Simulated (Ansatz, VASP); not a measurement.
**Two plane-wave programs on Cu**

```
CELL_PARAMETERS angstrom
0.00000 1.78813 1.78813
1.78813 0.00000 1.78813
1.78813 1.78813 0.00000
ATOMIC_POSITIONS crystal
Cu 0.00000 0.00000 0.00000
```

Alike in both runs: task single point; functional r2SCAN; k mesh 25 × 25 × 25; occupations fermi-dirac, width 0.1 eV; no spin polarisation.

```csv
,VASP,Ansatz
version,VASP 6.6.1,Ansatz 0.2.0
potentials or method,"VASP PAW PBE potentials, release 64 (Cu), cutoff 520 eV","plane waves (500 eV) with PAW, scalar-relativistic"
valence electrons in the cell,11,19
```

Ansatz gave:

* pressure (GPa): 0.1

Problem. Estimate VASP's values.

Solution. Pressure (GPa): 0.6.

VASP's potentials were made for PBE, not for r2SCAN. With one functional, cell and mesh, what is left measures potentials, basis and numerics. VASP's potentials hold 11 valence electrons a cell and Ansatz's 19, so a difference there can come from the potentials and not from the codes.
